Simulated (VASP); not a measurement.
## Bi: electric field gradients with PBE

The system is Bi.

```
CELL_PARAMETERS angstrom
4.56906 0.00000 0.00000
-2.28453 3.95692 0.00000
0.00000 0.00000 11.90734
ATOMIC_POSITIONS crystal
Bi 0.33333 0.66667 0.25000
Bi 0.66667 0.33333 0.75000
```

This isn't the form of Bi at room conditions, which is rhombohedral.

| Property | Result |
| --- | --- |
| Program | VASP 6.6.1 |
| Task | electric field gradients |
| Functional | PBE |
| Potentials or basis | VASP PAW PBE potentials, release 64 (Bi_d) |
| Cutoff | 520 eV |
| k mesh | 9 × 9 × 3 |
| Occupations | fermi-dirac, width 0.03 eV |
| Spin | no spin polarisation |
| Dipole correction | no |
| Further INCAR settings | ALGO = Normal; EDIFF = 1e-08; NBANDS = 22 |

```yaml
Pressure: -3.2 GPa
Band_gap_on_the_k_mesh: zero (bands 15 and 16 overlap by 2.06 eV)
Largest_electric_field_gradient_by_atom: Bi -137.7 V/Å²
```

Stress tensor (GPa, compression positive):
```
-4.62  0.00  0.00
 0.00 -4.62  0.00
 0.00  0.00 -0.32
```

Levels at points of the mesh, in eV from the Fermi level:
```csv
k point,band 11,band 12,band 13,band 14,band 15,band 16,band 17,band 18,band 19,band 20
"(0.00, 0.00, 0.00)",-10.29,-10.28,-0.81,-0.33,1.38,1.38,1.39,1.39,3.04,4.50
```

Electric field gradients, principal values (V/Å²):
```tsv
atom	least	middle	greatest (by size)
1 Bi	68.849	68.850	-137.699
2 Bi	68.849	68.850	-137.699
```

Run time: 2.5 min on 1 thread of Intel(R) Xeon(R) Platinum 8175M CPU @ 2.50GHz (Skylake/Cascade Lake), on a shared host, peak memory 0.36 GiB.

Caveat: the cell stands under tension; without QUAD_EFG the Cq values of the log hold for a quadrupole moment of 1 mb, not for the nuclei; spin-orbit coupling is left out, which moves the levels of the heavy elements.
